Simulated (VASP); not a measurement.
**BaZnSbF: single point with PBE**

Crystal: BaZnSbF.

```
Ba Zn Sb F
1.0
     4.43590    0.00000    0.00000
     0.00000    4.43590    0.00000
     0.00000    0.00000    9.74534
Ba Zn Sb F
2 2 2 2
Cartesian
  0.0000 2.2180 3.4140
  2.2180 0.0000 6.3313
  2.2180 2.2180 0.0000
  0.0000 0.0000 0.0000
  2.2180 0.0000 1.6204
  0.0000 2.2180 8.1249
  2.2180 2.2180 4.8727
  0.0000 0.0000 4.8727
```

| Item | Value |
| --- | --- |
| Program | VASP 6.6.1 |
| Task | single point |
| Functional | PBE |
| Potentials or basis | VASP PAW PBE potentials, release 64 (Ba_sv, Zn, Sb, F) |
| Cutoff | 600 eV |
| k mesh | 6 × 6 × 2 |
| Occupations | fermi-dirac, width 0.02 eV |
| Spin | no spin polarisation |
| Dipole correction | no |
| Further INCAR settings | ALGO = Normal; EDIFF = 1e-06; NBANDS = 44 |

```yaml
Pressure: 2.2 GPa
Largest_force: 0.228 eV/Å
Band_gap_on_the_k_mesh: zero (bands 34 and 35 overlap by 0.01 eV)
```

Forces on the atoms (eV/Å):
```
Ba   0.000  0.000 -0.228
Ba   0.000  0.000  0.228
Zn   0.000  0.000  0.000
Zn   0.000  0.000  0.000
Sb   0.000  0.000  0.135
Sb   0.000  0.000 -0.135
F    0.000  0.000  0.000
F    0.000  0.000  0.000
```

Stress tensor (GPa, compression positive):
```
2.30 0.00 0.00
0.00 2.30 0.00
0.00 0.00 2.05
```

Levels at points of the mesh, in eV from the Fermi level:
```tsv
k point	band 30	band 31	band 32	band 33	band 34	band 35	band 36	band 37	band 38	band 39
(0.00, 0.00, 0.00)	-2.04	-2.04	-0.80	-0.48	0.00	0.00	1.28	2.02	2.06	2.72
(0.50, 0.00, 0.00)	-4.59	-1.38	-1.38	-0.84	-0.84	1.49	1.49	2.33	2.33	3.06
(0.50, 0.50, 0.00)	-4.83	-2.60	-2.60	-2.50	-2.50	1.75	1.75	1.89	1.89	5.05
(0.00, 0.00, 0.50)	-2.03	-2.03	-1.14	-0.42	-0.01	-0.01	1.41	1.50	2.71	3.12
(0.50, 0.00, 0.50)	-4.59	-1.30	-1.30	-0.83	-0.83	1.53	1.53	2.38	2.38	3.08
(0.50, 0.50, 0.50)	-4.81	-2.61	-2.61	-2.49	-2.49	1.93	1.93	2.15	2.15	3.86
```

Wall time 5.8 min on 1 thread of Oxide Virtual Turin-like Processor (shared host), peak memory 0.41 GiB.

Caveat: semilocal functionals underestimate gaps, and a narrow one can read as zero; spin-orbit coupling is left out, which moves the levels of the heavy elements.
